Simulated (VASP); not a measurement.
# WC in VASP: a series of runs, part 2 of 2

VASP 6.6.1. Earlier steps stand in the parts before.

**3. Single point, PBEsol (strain +0.050 along x and y, +0.050 along z)**

INCAR reads:

```
SYSTEM = WC
ALGO = Normal
EDIFF = 1E-6
ENCUT = 520
GGA = PS
ISIF = 2
ISMEAR = 0
LASPH = .True.
LCHARG = .True.
LELF = .True.
LREAL = .False.
LVHAR = .True.
LWAVE = .False.
NBANDS = 16
NELM = 80
PREC = Accurate
SIGMA = 0.15
```

KPOINTS reads:

```
k-points
0
Gamma
  18 18 18
  0 0 0
```

POSCAR reads:

```
WC
1.0
    0.0000000000      2.3023182000      2.3023182000
    2.3023182000      0.0000000000      2.3023182000
    2.3023182000      2.3023182000      0.0000000000
W C
1 1
Direct
    0.0000000000      0.0000000000      0.0000000000
    0.5000000000      0.5000000000      0.5000000000
```

Potentials or basis: VASP PAW PBE potentials, release 64 (W_sv, C).

The run is started by

```
cat potpaw_PBE.64/W_sv/POTCAR potpaw_PBE.64/C/POTCAR > POTCAR
mpirun -np 1 vasp_std > vasp.out
```

OUTCAR:

```text
SYSTEM = WC
   EDIFF = 1E-6
   ENCUT = 520
   GGA = PS
   ISIF = 2
   ISMEAR = 0
   LASPH = .True.
   LREAL = .False.
   NELM = 80
   PREC = Accurate

 ion  position               nearest neighbor table
   1  0.000  0.000  0.000-   2 2.30   2 2.30   2 2.30   2 2.30   2 2.30   2 2.30
   2  0.500  0.500  0.500-   1 2.30   1 2.30   1 2.30   1 2.30   1 2.30   1 2.30

  LATTYP: Found a face centered cubic cell.
 ALAT       =     4.6046364000

  Lattice vectors:

 A1 = (   0.0000000000,   2.3023182000,   2.3023182000)
 A2 = (   2.3023182000,   0.0000000000,   2.3023182000)
 A3 = (   2.3023182000,   2.3023182000,   0.0000000000)

Analysis of symmetry for initial positions (statically):
=====================================================================
 Subroutine PRICEL returns:
 Original cell was already a primitive cell.

 Routine SETGRP: Setting up the symmetry group for a
 face centered cubic supercell.

 Subroutine GETGRP returns: Found 48 space group operations
 (whereof 48 operations were pure point group operations)
 out of a pool of 48 trial point group operations.

The static configuration has the point symmetry O_h .

Analysis of symmetry for dynamics (positions and initial velocities):
=====================================================================
 Subroutine PRICEL returns:
 Original cell was already a primitive cell.

 Routine SETGRP: Setting up the symmetry group for a
 face centered cubic supercell.

 Subroutine GETGRP returns: Found 48 space group operations
 (whereof 48 operations were pure point group operations)
 out of a pool of 48 trial point group operations.

The dynamic configuration has the point symmetry O_h .

 Subroutine INISYM returns: Found 48 space group operations
 (whereof 48 operations are pure point group operations),
 and found     1 'primitive' translations

----------------------------------------------------------------------------------------

                                     Primitive cell

  volume of cell :      24.4077

  direct lattice vectors                    reciprocal lattice vectors
     0.000000000  2.302318200  2.302318200    -0.217172413  0.217172413  0.217172413
     2.302318200  0.000000000  2.302318200     0.217172413 -0.217172413  0.217172413
     2.302318200  2.302318200  0.000000000     0.217172413  0.217172413 -0.217172413

  length of vectors
     3.255969623  3.255969623  3.255969623     0.376153654  0.376153654  0.376153654

  position of ions in fractional coordinates (direct lattice)
     0.000000000  0.000000000  0.000000000
     0.500000000  0.500000000  0.500000000

  ion indices of the primitive-cell ions
   primitive index   ion index
                 1           1
                 2           2

----------------------------------------------------------------------------------------

 KPOINTS: k-points

Automatic generation of k-mesh.
 Grid dimensions read from file:
 generate k-points for:   18   18   18

 Generating k-lattice:

  Cartesian coordinates                     Fractional coordinates (reciprocal lattice)
    -0.012065134  0.012065134  0.012065134     0.055555556  0.000000000  0.000000000
     0.012065134 -0.012065134  0.012065134     0.000000000  0.055555556  0.000000000
     0.012065134  0.012065134 -0.012065134     0.000000000  0.000000000  0.055555556

  Length of vectors
     0.020897425  0.020897425  0.020897425

  Shift w.r.t. Gamma in fractional coordinates (k-lattice)
     0.000000000  0.000000000  0.000000000

 Subroutine IBZKPT returns following result:
 ===========================================

 Found    195 irreducible k-points:

 Following reciprocal coordinates:
            Coordinates               Weight
  0.000000  0.000000  0.000000      1.000000
  0.055556  0.000000  0.000000      8.000000
  0.111111  0.000000  0.000000      8.000000
  0.166667  0.000000  0.000000      8.000000
  0.222222  0.000000  0.000000      8.000000
  0.277778  0.000000  0.000000      8.000000
[... 16 lines left out ...]
 -0.277778  0.055556  0.000000     24.000000
 -0.222222  0.055556  0.000000     24.000000
 [... further k-points ...]
   k-points           NKPTS =    195   k-points in BZ     NKDIM =    195   number of bands    NBANDS=     16
   number of dos      NEDOS =    301   number of ions     NIONS =      2
   total plane-waves  NPLWV =  13824
   dimension x,y,z NGX =    24 NGY =   24 NGZ =   24
   dimension x,y,z NGXF=    48 NGYF=   48 NGZF=   48
   ions per type =               1   1
   NGX,Y,Z   is equivalent  to a cutoff of  12.25, 12.25, 12.25 a.u.
   NGXF,Y,Z  is equivalent  to a cutoff of  24.51, 24.51, 24.51 a.u.
 SYSTEM =  WC
   PREC   = accura    normal or accurate (medium, high low for compatibility)
   ISTART =      0    job   : 0-new  1-cont  2-samecut
   ICHARG =      2    charge: 1-file 2-atom 10-const
   ISPIN  =      1    spin polarized calculation?
   LNONCOLLINEAR =      F non collinear calculations
   LSORBIT =      F    spin-orbit coupling
   LASPH  =      T    aspherical Exc in radial PAW
   ENCUT  =  520.0 eV  38.22 Ry    6.18 a.u.   6.05  6.05  6.05*2*pi/ulx,y,z
   NELM   =     80;   NELMIN=  2; NELMDL= -5     # of ELM steps
   EDIFF  = 0.1E-05   stopping-criterion for ELM
   LREAL  =      F    real-space projection
   EDIFFG = 0.1E-04   stopping-criterion for IOM
   NSW    =      0    number of steps for IOM
   IBRION =     -1    ionic relax: 0-MD 1-quasi-New 2-CG
   NFREE  =      0    steps in history (QN), initial steepest desc. (CG)
   ISIF   =      2    stress and relaxation
   ISYM   =      2    0-nonsym 1-usesym 2-fastsym
   POTIM  = 0.5000    time-step for ionic-motion
   TEBEG  =    0.0;   TEEND  =   0.0 temperature during run
   PSTRESS=    0.0 pullay stress
   NELECT =      18.0000    total number of electrons
   NUPDOWN=      -1.0000    fix difference up-down
   EMIN   =  10.00;   EMAX   =-10.00  energy-range for DOS
   EFERMI =   0.00;   METHOD = LEGACY
   ISMEAR =     0;   SIGMA  =   0.15  broadening in eV -4-tet -1-fermi 0-gaus
   EFERMI_NEDOS =   21; number of points for ismear=-14 and -15
   IALGO  =     38    algorithm
   IMIX   =      4    mixing-type and parameters
     AMIX     =   0.40;   BMIX     =  1.00
     AMIX_MAG =   1.60;   BMIX_MAG =  1.00
  volume/ion in A,a.u.               =      12.20        82.36
  Fermi-wavevector in a.u.,A,eV,Ry     =   1.479075  2.795047 29.764977  2.187664
  Thomas-Fermi vector in A             =   2.593278
   LORBIT       =      0    0 simple, 1 ext, 2 COOP (PROOUT), +10 PAW based schemes
   GGA     = PS    functional components
   LHFCALC =     F    Hartree Fock is set to
   AEXX    =    0.0000 exact exchange contribution
   IVDW    =     0    specifies the selected vdW correction
   LEPSILON=     F    determine dielectric tensor
   LRPA    =     F    only Hartree local field effects (RPA)
 non-spin polarized calculation
 Gauss-broadening in eV      SIGMA  =   0.15
  energy-cutoff  :      520.00
  volume of cell :       24.41
 maximum number of plane-waves:       680
   NGX = 13   NGY = 13   NGZ = 13

 number of electron      18.0000001 magnetization

 Free energy of the ion-electron system (eV)
  ---------------------------------------------------
  ext. energy  EPLUGINS =         0.00000000
  ---------------------------------------------------
  free energy    TOTEN  =       -22.36568272 eV

  energy without entropy =      -22.35414509  energy(sigma->0) =      -22.35991391

 E-fermi :  10.0944     XC(G=0): -13.0482

 val. band max:       10.0922036212   @ k =  -0.2778   0.2778   0.0000
 cond. band min:      10.1081804687   @ k =   0.3333   0.0556   0.0000
 fundamental gap:      0.0159768474
 Fermi energy:        10.0944311358

 k-point     1 :       0.0000    0.0000    0.0000
  band No.  band energies     occupation
      1     -65.3571      2.00000
      2     -29.3510      2.00000
      3     -29.3510      2.00000
      4     -29.3510      2.00000
      5      -4.3816      2.00000
      6       7.8636      2.00000
[... 8 lines left out ...]
     15      19.8807      0.00000
     16      30.8905      0.00000

 k-point     2 :       0.0556    0.0000    0.0000
  band No.  band energies     occupation
      1     -65.3566      2.00000
      2     -29.3613      2.00000
      3     -29.3522      2.00000
      4     -29.3522      2.00000
      5      -4.3098      2.00000
      6       7.5803      2.00000
[... 8 lines left out ...]
     15      20.0451      0.00000
     16      29.8263      0.00000
[... 387 lines left out ...]
      5      -2.5071      2.00000
      6       3.8931      2.00000
[... 8 lines left out ...]
     15      21.2540      0.00000
     16      23.6179      0.00000

 k-point    24 :      -0.2222    0.0556    0.0000
  band No.  band energies     occupation
      1     -65.3486      2.00000
      2     -29.5098      2.00000
      3     -29.3811      2.00000
      4     -29.3656      2.00000
      5      -3.0747      2.00000
      6       4.7733      2.00000
[... 8 lines left out ...]
     15      21.4464      0.00000
     16      24.5044      0.00000

 [... further k-points ...]
[... 5 lines left out ...]
  --------------------------------------------------------------------------------------
  -------------------------------------------------------------------------------------
  Total       -6.9963325     -6.9963325     -6.9963325      0.0000000      0.0000000      0.0000000
  in kB     -459.2561584   -459.2561584   -459.2561584      0.0000000      0.0000000      0.0000000
  external PRESSURE =    -459.2561584 kB  Pullay stress =       0.0000000 kB

 VOLUME and BASIS-vectors are now :
 -----------------------------------------------------------------------------
  energy-cutoff  :      520.00
  volume of cell :       24.41
      direct lattice vectors                 reciprocal lattice vectors
     0.000000000  2.302318200  2.302318200    -0.217172413  0.217172413  0.217172413
     2.302318200  0.000000000  2.302318200     0.217172413 -0.217172413  0.217172413
     2.302318200  2.302318200  0.000000000     0.217172413  0.217172413 -0.217172413

 POSITION                                       TOTAL-FORCE (eV/Angst)
 -----------------------------------------------------------------------------------
      0.00000      0.00000      0.00000        -0.000000      0.000000     -0.000000
      2.30232      2.30232      2.30232         0.000000     -0.000000      0.000000
 -----------------------------------------------------------------------------------
    total drift:                                0.000000     -0.000000     -0.000000

  FREE ENERGIE OF THE ION-ELECTRON SYSTEM (eV)
  ---------------------------------------------------
  free  energy   TOTEN  =       -22.3656827215 eV

  energy  without entropy=      -22.3541450932  energy(sigma->0) =      -22.35991391
```

Run time: 1.9 min. Hardware: 1 thread of AMD EPYC 7R43 (Zen 3), shared host; peak memory 0.16 GiB.

Results:

- Free energy: -22.3657 eV
- Pressure: -45.9 GPa
- Band gap on the k mesh: zero (bands 9 and 10 overlap by 2.51 eV)

Levels at points of the mesh, in eV from the Fermi level:
```csv
k point,band 5,band 6,band 7,band 8,band 9,band 10,band 11,band 12,band 13,band 14
"(0.00, 0.00, 0.00)",-14.48,-2.23,-2.23,-2.23,-0.82,-0.82,-0.73,-0.73,-0.73,4.99
"(0.50, 0.00, 0.00)",-10.72,-8.56,-5.56,-5.56,0.79,0.79,1.82,4.70,7.37,7.37
"(0.50, 0.50, 0.00)",-12.35,-5.10,-4.71,-2.16,-2.16,0.62,1.76,1.76,4.15,5.56
```

Caveat: the cell differs from its parent crystal (strain +0.050 along x and y, +0.050 along z); the cell stands under tension; the PAW data sets were made with another functional, which shifts forces and pressure a little; spin-orbit coupling is left out, which moves the levels of the heavy elements.

**4. Single point, PBEsol (strain -0.050 along x and y, -0.025 along z)**

INCAR reads:

```
PREC = Accurate
ENCUT = 520
EDIFF = 1E-7
ISMEAR = 0
SIGMA = 0.15
LREAL = F
LASPH = T
NELM = 60
ALGO = Normal
ISIF = 2
LWAVE = F
LCHARG = F
GGA = PS
NBANDS = 16
```

KPOINTS reads:

```
Automatic mesh
0
Gamma
  18 18 18
```

POSCAR reads:

```
WC
1.0
    0.0000000000      2.0830498000      2.1378669000
    2.0830498000      0.0000000000      2.1378669000
    2.0830498000      2.0830498000      0.0000000000
W C
1 1
Direct
    0.0000000000      0.0000000000      0.0000000000
    0.5000000000      0.5000000000      0.5000000000
```

The run is started by

```
cat potpaw_PBE.64/W_sv/POTCAR potpaw_PBE.64/C/POTCAR > POTCAR
mpirun -np 1 vasp_std > vasp.out
```

Wall time 3.4 min (1 thread of AMD EPYC 7R43 (Zen 3), shared host); peak memory 0.23 GiB.

It converged, with:

| Item | Value |
| --- | --- |
| Free energy | -22.6880 eV |
| Pressure | 51.0 GPa |
| Band gap on the k mesh | zero (bands 9 and 10 overlap by 3.67 eV) |

Stress tensor (GPa, compression positive):
```
59.65  0.00  0.00
 0.00 59.65  0.00
 0.00  0.00 33.73
```

Levels at points of the mesh, in eV from the Fermi level:
| k point | band 7 | band 8 | band 9 | band 10 | band 11 | band 12 |
| --- | --- | --- | --- | --- | --- | --- |
| (0.00, 0.00, 0.00) | -3.13 | -3.13 | -1.39 | -1.30 | -1.21 | -1.21 |
| (0.50, 0.00, 0.00) | -7.58 | -7.51 | 1.24 | 1.48 | 2.93 | 5.09 |
| (0.50, 0.50, 0.00) | -6.06 | -2.53 | -2.53 | 1.10 | 2.86 | 2.86 |
| (0.50, 0.00, 0.50) | -5.70 | -2.80 | -2.65 | 1.12 | 2.68 | 3.05 |

Caveat: the cell differs from its parent crystal (strain -0.050 along x and y, -0.025 along z); the cell stands under pressure; the PAW data sets were made with another functional, which shifts forces and pressure a little; spin-orbit coupling is left out, which moves the levels of the heavy elements.

**5. The runs side by side**

```csv
cell,gap on the mesh (eV),pressure (GPa)
"a = 3.178 Å, angles 60.0°, 2 atoms",none,-31.1
"a = 3.256 Å, angles 60.0°, 2 atoms",none,-45.9
"a = 2.985, b = 2.985, c = 2.946 Å, angles 60.4, 60.4, 59.1°, 2 atoms",none,51.0
```

Alike in all rows: task single point; level PBEsol; potentials or basis VASP PAW PBE potentials, release 64 (W_sv, C); no spin polarisation; k mesh 18 × 18 × 18; cutoff (eV) 520; smearing gaussian 0.15 eV.

Caveats: the PAW data sets were made with another functional, which shifts forces and pressure a little; spin-orbit coupling is left out, which moves the levels of the heavy elements; the cell stands under tension (at least some runs); the cell stands under pressure (at least some runs).

Total energies depend on the potentials used, so only differences within one code and one set of settings carry meaning.
